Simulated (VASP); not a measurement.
# BaTe (F-43m) in VASP: a series of runs

BaTe is run at these levels: PBE, r2SCAN; tasks: single point.

Program: VASP 6.6.1. These are calculated values, not measurements. Logs are shortened: lines on timing, memory, paths and dates and some standing lists are left out, and cuts for length are marked.

## (1) The cell of the first run

The structure is cubic, space group F-43m (No. 216). Conventional cell: a = 7.828 Å, b = 7.828 Å, c = 7.828 Å, α = 90.00°, β = 90.00°, γ = 90.00°. Within 4.5 Å of Ba (site symmetry -43m) lie 4 Te at 3.39 Å. Within 4.5 Å of Te (site symmetry -43m) lie 4 Ba at 3.39 Å.

## (2) Single point, PBE

Input file INCAR:

```
  PREC = Accurate
  ENCUT = 520
  EDIFF = 1E-6
  ISMEAR = 0
  SIGMA = 0.01
  LREAL = F
  LASPH = T
  NELM = 60
  ALGO = Normal
  ISIF = 2
  LWAVE = F
  LCHARG = F
  GGA = PE
  NBANDS = 15
```

Input file KPOINTS:

```
regular mesh
0
Gamma
  4 4 4
```

Input file POSCAR:

```
BaTe
1.0
    0.0000000000      3.9141586662      3.9141586662
    3.9141586662      0.0000000000      3.9141586662
    3.9141586662      3.9141586662      0.0000000000
Ba Te
1 1
Direct
    0.0000000000      0.0000000000      0.0000000000
    0.2500000000      0.2500000000      0.2500000000
```

Potentials or basis: VASP PAW PBE potentials, release 64 (Ba_sv, Te).

Launch:

```sh
$ cat potpaw_PBE.64/Ba_sv/POTCAR potpaw_PBE.64/Te/POTCAR > POTCAR
$ mpirun -np 1 vasp_std > vasp.out
```

OUTCAR:

```text
PREC = Accurate
   ENCUT = 520
   EDIFF = 1E-6
   ISMEAR = 0
   LREAL = F
   LASPH = T
   NELM = 60
   ISIF = 2
   GGA = PE

 ion  position               nearest neighbor table
   1  0.000  0.000  0.000-   2 3.39   2 3.39   2 3.39   2 3.39
   2  0.250  0.250  0.250-   1 3.39   1 3.39   1 3.39   1 3.39

  LATTYP: Found a face centered cubic cell.
 ALAT       =     7.8283173324

  Lattice vectors:

 A1 = (   0.0000000000,   3.9141586662,   3.9141586662)
 A2 = (   3.9141586662,   0.0000000000,   3.9141586662)
 A3 = (   3.9141586662,   3.9141586662,   0.0000000000)

Analysis of symmetry for initial positions (statically):
=====================================================================
 Subroutine PRICEL returns:
 Original cell was already a primitive cell.

 Routine SETGRP: Setting up the symmetry group for a
 face centered cubic supercell.

 Subroutine GETGRP returns: Found 24 space group operations
 (whereof 24 operations were pure point group operations)
 out of a pool of 48 trial point group operations.

The static configuration has the point symmetry T_d .

Analysis of symmetry for dynamics (positions and initial velocities):
=====================================================================
 Subroutine PRICEL returns:
 Original cell was already a primitive cell.

 Routine SETGRP: Setting up the symmetry group for a
 face centered cubic supercell.

 Subroutine GETGRP returns: Found 24 space group operations
 (whereof 24 operations were pure point group operations)
 out of a pool of 48 trial point group operations.

The dynamic configuration has the point symmetry T_d .

 Subroutine INISYM returns: Found 24 space group operations
 (whereof 24 operations are pure point group operations),
 and found     1 'primitive' translations

----------------------------------------------------------------------------------------

                                     Primitive cell

  volume of cell :     119.9348

  direct lattice vectors                    reciprocal lattice vectors
     0.000000000  3.914158666  3.914158666    -0.127741372  0.127741372  0.127741372
     3.914158666  0.000000000  3.914158666     0.127741372 -0.127741372  0.127741372
     3.914158666  3.914158666  0.000000000     0.127741372  0.127741372 -0.127741372

  length of vectors
     5.535456271  5.535456271  5.535456271     0.221254547  0.221254547  0.221254547

  position of ions in fractional coordinates (direct lattice)
     0.000000000  0.000000000  0.000000000
     0.250000000  0.250000000  0.250000000

  ion indices of the primitive-cell ions
   primitive index   ion index
                 1           1
                 2           2

----------------------------------------------------------------------------------------

 KPOINTS: regular mesh

Automatic generation of k-mesh.
 Grid dimensions read from file:
 generate k-points for:    4    4    4

 Generating k-lattice:

  Cartesian coordinates                     Fractional coordinates (reciprocal lattice)
    -0.031935343  0.031935343  0.031935343     0.250000000  0.000000000  0.000000000
     0.031935343 -0.031935343  0.031935343     0.000000000  0.250000000  0.000000000
     0.031935343  0.031935343 -0.031935343     0.000000000  0.000000000  0.250000000

  Length of vectors
     0.055313637  0.055313637  0.055313637

  Shift w.r.t. Gamma in fractional coordinates (k-lattice)
     0.000000000  0.000000000  0.000000000

 Subroutine IBZKPT returns following result:
 ===========================================

 Found      8 irreducible k-points:

 Following reciprocal coordinates:
            Coordinates               Weight
  0.000000  0.000000  0.000000      1.000000
  0.250000  0.000000  0.000000      8.000000
  0.500000  0.000000  0.000000      4.000000
  0.250000  0.250000  0.000000      6.000000
  0.500000  0.250000  0.000000     24.000000
 -0.250000  0.250000  0.000000     12.000000
  0.500000  0.500000  0.000000      3.000000
 -0.250000  0.500000  0.250000      6.000000
   k-points           NKPTS =      8   k-points in BZ     NKDIM =      8   number of bands    NBANDS=     15
   number of dos      NEDOS =    301   number of ions     NIONS =      2
   total plane-waves  NPLWV =  74088
   dimension x,y,z NGX =    42 NGY =   42 NGZ =   42
   dimension x,y,z NGXF=    84 NGYF=   84 NGZF=   84
   ions per type =               1   1
   NGX,Y,Z   is equivalent  to a cutoff of  12.61, 12.61, 12.61 a.u.
   NGXF,Y,Z  is equivalent  to a cutoff of  25.23, 25.23, 25.23 a.u.
 SYSTEM =  unknown system
   PREC   = accura    normal or accurate (medium, high low for compatibility)
   ISTART =      0    job   : 0-new  1-cont  2-samecut
   ICHARG =      2    charge: 1-file 2-atom 10-const
   ISPIN  =      1    spin polarized calculation?
   LNONCOLLINEAR =      F non collinear calculations
   LSORBIT =      F    spin-orbit coupling
   LASPH  =      T    aspherical Exc in radial PAW
   ENCUT  =  520.0 eV  38.22 Ry    6.18 a.u.  10.29 10.29 10.29*2*pi/ulx,y,z
   NELM   =     60;   NELMIN=  2; NELMDL= -5     # of ELM steps
   EDIFF  = 0.1E-05   stopping-criterion for ELM
   LREAL  =      F    real-space projection
   EDIFFG = 0.1E-04   stopping-criterion for IOM
   NSW    =      0    number of steps for IOM
   IBRION =     -1    ionic relax: 0-MD 1-quasi-New 2-CG
   NFREE  =      0    steps in history (QN), initial steepest desc. (CG)
   ISIF   =      2    stress and relaxation
   ISYM   =      2    0-nonsym 1-usesym 2-fastsym
   POTIM  = 0.5000    time-step for ionic-motion
   TEBEG  =    0.0;   TEEND  =   0.0 temperature during run
   PSTRESS=    0.0 pullay stress
   NELECT =      16.0000    total number of electrons
   NUPDOWN=      -1.0000    fix difference up-down
   EMIN   =  10.00;   EMAX   =-10.00  energy-range for DOS
   EFERMI =   0.00;   METHOD = LEGACY
   ISMEAR =     0;   SIGMA  =   0.01  broadening in eV -4-tet -1-fermi 0-gaus
   EFERMI_NEDOS =   21; number of points for ismear=-14 and -15
   IALGO  =     38    algorithm
   IMIX   =      4    mixing-type and parameters
     AMIX     =   0.40;   BMIX     =  1.00
     AMIX_MAG =   1.60;   BMIX_MAG =  1.00
  volume/ion in A,a.u.               =      59.97       404.68
  Fermi-wavevector in a.u.,A,eV,Ry     =   0.836501  1.580757  9.520455  0.699734
  Thomas-Fermi vector in A             =   1.950236
   LORBIT       =      0    0 simple, 1 ext, 2 COOP (PROOUT), +10 PAW based schemes
   GGA     = PE    functional components
   LHFCALC =     F    Hartree Fock is set to
   AEXX    =    0.0000 exact exchange contribution
   IVDW    =     0    specifies the selected vdW correction
   LEPSILON=     F    determine dielectric tensor
   LRPA    =     F    only Hartree local field effects (RPA)
 non-spin polarized calculation
 Gauss-broadening in eV      SIGMA  =   0.01
  energy-cutoff  :      520.00
  volume of cell :      119.93
 maximum number of plane-waves:      3250
 NGX is ok and might be reduce to    42
   NGX = 21   NGY = 21   NGZ = 21

 number of electron      16.0000000 magnetization

 Free energy of the ion-electron system (eV)
  ---------------------------------------------------
  ext. energy  EPLUGINS =         0.00000000
  ---------------------------------------------------
  free energy    TOTEN  =        -8.09081839 eV

  energy without entropy =       -8.09081839  energy(sigma->0) =       -8.09081839

 E-fermi :   0.1300     XC(G=0):  -6.6871

 val. band max:        0.0296208770   @ k =  -0.2500   0.5000   0.2500
 cond. band min:       2.6066478845   @ k =   0.0000   0.0000   0.0000
 fundamental gap:      2.5770270075
 Fermi energy:         0.1300424501

 k-point     1 :       0.0000    0.0000    0.0000
  band No.  band energies     occupation
      1     -26.8680      2.00000
      2     -12.0566      2.00000
      3     -12.0566      2.00000
      4     -12.0566      2.00000
      5      -8.6982      2.00000
      6      -0.4067      2.00000
      7      -0.4067      2.00000
      8      -0.4067      2.00000
      9       2.6066      0.00000
     10       4.1525      0.00000
     11       4.1525      0.00000
     12       6.1057      0.00000
     13       6.1057      0.00000
     14       6.1057      0.00000
     15       7.9270      0.00000

 k-point     2 :       0.2500    0.0000    0.0000
  band No.  band energies     occupation
      1     -26.8663      2.00000
      2     -12.1427      2.00000
      3     -12.0637      2.00000
      4     -12.0637      2.00000
      5      -8.5608      2.00000
      6      -0.6198      2.00000
      7      -0.3107      2.00000
      8      -0.3107      2.00000
      9       3.6056      0.00000
     10       4.0138      0.00000
     11       4.0138      0.00000
     12       5.4460      0.00000
     13       6.2018      0.00000
     14       6.2018      0.00000
     15       6.3397      0.00000

 k-point     3 :       0.5000    0.0000    0.0000
  band No.  band energies     occupation
      1     -26.8647      2.00000
      2     -12.2228      2.00000
      3     -12.0707      2.00000
      4     -12.0707      2.00000
      5      -8.4322      2.00000
      6      -0.6654      2.00000
      7      -0.2240      2.00000
      8      -0.2240      2.00000
      9       4.0254      0.00000
     10       4.3558      0.00000
     11       4.3558      0.00000
     12       4.5592      0.00000
     13       5.2295      0.00000
     14       5.2295      0.00000
     15       7.3450      0.00000
[... 55 lines left out ...]
 k-point     7 :       0.5000    0.5000    0.0000
  band No.  band energies     occupation
      1     -26.8635      2.00000
      2     -12.2453      2.00000
      3     -12.0906      2.00000
      4     -12.0906      2.00000
      5      -8.3439      2.00000
      6      -0.9389      2.00000
      7       0.0257      2.00000
      8       0.0257      2.00000
      9       2.9517      0.00000
     10       3.9298      0.00000
     11       5.0003      0.00000
     12       5.0003      0.00000
     13       5.0071      0.00000
     14       7.0379      0.00000
     15       7.5362      0.00000

 k-point     8 :      -0.2500    0.5000    0.2500
  band No.  band energies     occupation
      1     -26.8635      2.00000
      2     -12.2327      2.00000
      3     -12.1042      2.00000
      4     -12.0910      2.00000
      5      -8.3428      2.00000
      6      -0.5448      2.00000
      7      -0.4498      2.00000
      8       0.0296      2.00000
      9       2.9447      0.00000
     10       3.7907      0.00000
     11       4.7466      0.00000
     12       5.1225      0.00000
     13       5.9268      0.00000
     14       7.1342      0.00000
     15       7.1981      0.00000

------------------------ aborting loop because EDIFF is reached ----------------------------------------

  FORCE on cell =-STRESS in cart. coord.  units (eV):
  Direction    XX          YY          ZZ          XY          YZ          ZX
  --------------------------------------------------------------------------------------
  -------------------------------------------------------------------------------------
  Total        0.1555931      0.1555931      0.1555931     -0.0000000      0.0000000     -0.0000000
  in kB        2.0785274      2.0785274      2.0785274     -0.0000000      0.0000000     -0.0000000
  external PRESSURE =       2.0785274 kB  Pullay stress =       0.0000000 kB

 VOLUME and BASIS-vectors are now :
 -----------------------------------------------------------------------------
  energy-cutoff  :      520.00
  volume of cell :      119.93
      direct lattice vectors                 reciprocal lattice vectors
     0.000000000  3.914158666  3.914158666    -0.127741372  0.127741372  0.127741372
     3.914158666  0.000000000  3.914158666     0.127741372 -0.127741372  0.127741372
     3.914158666  3.914158666  0.000000000     0.127741372  0.127741372 -0.127741372

 POSITION                                       TOTAL-FORCE (eV/Angst)
 -----------------------------------------------------------------------------------
      0.00000      0.00000      0.00000         0.000000      0.000000      0.000000
      1.95708      1.95708      1.95708        -0.000000     -0.000000     -0.000000
 -----------------------------------------------------------------------------------
    total drift:                               -0.000000     -0.000000     -0.000000

  FREE ENERGIE OF THE ION-ELECTRON SYSTEM (eV)
  ---------------------------------------------------
  free  energy   TOTEN  =        -8.0908183869 eV

  energy  without entropy=       -8.0908183869  energy(sigma->0) =       -8.09081839
```

Wall time 37 s (1 thread of Intel Xeon 8259CL, shared host); peak memory 0.25 GiB.

Results:

```yaml
Free_energy: -8.0908 eV
Pressure: 0.2 GPa
Band_gap_on_the_k_mesh: 2.58 eV, indirect (least direct gap 2.92 eV)
```

Levels at points of the mesh, in eV from the valence-band top:
```
           k point  band 6  band 7  band 8  band 9  band 10  band 11
(0.00, 0.00, 0.00)   -0.44   -0.44   -0.44    2.58     4.12     4.12
(0.50, 0.00, 0.00)   -0.69   -0.25   -0.25    4.00     4.33     4.33
(0.50, 0.50, 0.00)   -0.97    0.00    0.00    2.92     3.90     4.97
```

Caveat: spin-orbit coupling is left out, which moves the levels of the heavy elements.

[end of part 1 of 2]
